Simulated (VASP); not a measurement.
LiF, 4 atoms in the cell. Symmetry: P6_3/mmc, No. 194, hexagonal system. Conventional cell: a = 3.280 Å, b = 3.280 Å, c = 4.000 Å, α = 90.00°, β = 90.00°, γ = 120.00°. Li (site symmetry -6m2) has 5 F at 1.89 to 2.00 Å within 2.5 Å. Within 2.5 Å of F (site symmetry -6m2) lie 5 Li at 1.89 to 2.00 Å. 

```yaml
Program: VASP 6.6.1
Task: single point
Functional: r2SCAN
Potentials_or_basis: VASP PAW PBE potentials, release 64 (Li_sv, F)
Cutoff: 520 eV
k_mesh: 12 × 12 × 6
Occupations: fermi-dirac, width 0.02 eV
Spin: no spin polarisation
Dipole_correction: no
Further_INCAR_settings: ALGO = Normal; EDIFF = 1e-07; NBANDS = 18
```

Potentials or basis: VASP PAW PBE potentials, release 64 (Li_sv, F).

Launch:

```bash
$ cat potpaw_PBE.64/Li_sv/POTCAR potpaw_PBE.64/F/POTCAR > POTCAR
$ cp INCAR.step1 INCAR
$ mpirun -np 1 vasp_std > vasp.out
$ cp INCAR.step2 INCAR
$ mpirun -np 1 vasp_std > vasp.out
```

Hardware: 1 thread of Intel Xeon 8259CL (shared host).

How long does it take, and how much memory?

It took 3.5 min on 1 thread of Intel Xeon 8259CL (shared host), peak memory 0.17 GiB. Counts: k points 76.
